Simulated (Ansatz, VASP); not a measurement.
## AlNi in VASP and in Ansatz

```
Al Ni
1.0
     2.02239   -2.02217    0.00000
     2.02239    2.02217    0.00000
     0.00000    0.00000    2.78392
Al Ni
1 1
Direct
  0.00000 0.00000 0.00000
  0.50000 0.50000 0.50000
```

Change from the starting cell: strain +0.000 along x and y, -0.030 along z, atoms carried along.

Alike in both runs: task single point; functional r2SCAN; k mesh 20 × 20 × 20; occupations gaussian, width 0.15 eV; no spin polarisation.

```csv
,VASP,Ansatz
version,VASP 6.6.1,Ansatz 0.2.0
potentials or method,"VASP PAW PBE potentials, release 64 (Al, Ni), cutoff 520 eV","scalar-relativistic, plane waves, PAW"
valence electrons in the cell,13,21
```

```tsv
	VASP	Ansatz	Ansatz less VASP
gap on the k mesh at the Fermi level (eV)	none	none	-
pressure (GPa)	5.5	5.8	+0.24
traceless stress, the component that is largest in VASP (GPa)	1.76	1.71	-0.042
```

VASP's potentials were made for PBE, not for r2SCAN. A gap of «none» marks a metal or a gap that the smearing closes. With one functional, cell and mesh, what is left measures potentials, basis and numerics. VASP's potentials hold 13 valence electrons a cell and Ansatz's 21, so a difference there can come from the potentials and not from the codes.
